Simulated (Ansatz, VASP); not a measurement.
## Two plane-wave programs on TaN

INCAR

```
SYSTEM = TaN
PREC = Accurate ; ENCUT = 600
EDIFF = 1E-6 ; ISMEAR = 0
SIGMA = 0.1 ; LREAL = .False.
LASPH = .True. ; NELM = 120
ALGO = Normal ; ISIF = 2
LWAVE = .False. ; LCHARG = .False.
GGA = PE ; NBANDS = 16
GGA_COMPAT = .False.
```

File KPOINTS:

```
Automatic mesh
0
Gamma
  16 16 16
  0 0 0
```

Contents of POSCAR:

```
TaN
1.0
    0.0000000000      2.1790000000      2.1790000000
    2.1790000000      0.0000000000      2.1790000000
    2.1790000000      2.1790000000      0.0000000000
Ta N
1 1
Direct
    0.5000000000      0.5000000000      0.5000000000
    0.0000000000      0.0000000000      0.0000000000
```

Input for Ansatz:

```yaml
crystal:
  lattice:
    - [0.0, 2.179, 2.179]
    - [2.179, 0.0, 2.179]
    - [2.179, 2.179, 0.0]
  atoms:
    - { symbol: Ta, position: [0.5, 0.5, 0.5] }
    - { symbol: "N", position: [0.0, 0.0, 0.0] }
basis:
  ecutwfc: 420
kpoints:
  mp_grid: { grid: [16, 16, 16] }
hamiltonian:
  xc: pbe
scf:
  occupations: { method: gaussian, width: 0.1 }
output:
  forces: true
  stress: true
  eigenvalues: true
  populations: true
```

Alike in both runs: task single point; functional PBE; k mesh 16 × 16 × 16; occupations gaussian, width 0.1 eV; no spin polarisation.

|  | VASP | Ansatz |
| --- | --- | --- |
| version | VASP 6.6.1 | Ansatz 0.2.0 |
| potentials or method | VASP PAW PBE potentials, release 64 (Ta_sv_GW, N), cutoff 600 eV | scalar-relativistic, plane waves, PAW |
| valence electrons in the cell | 18 | 18 |

```csv
,VASP,Ansatz,Ansatz less VASP
gap on the k mesh at the Fermi level (eV),none,none,-
pressure (GPa),14.7,14.6,-0.06
```

A gap of «none» marks a metal or a gap that the smearing closes.

Neither program's run includes spin-orbit coupling.
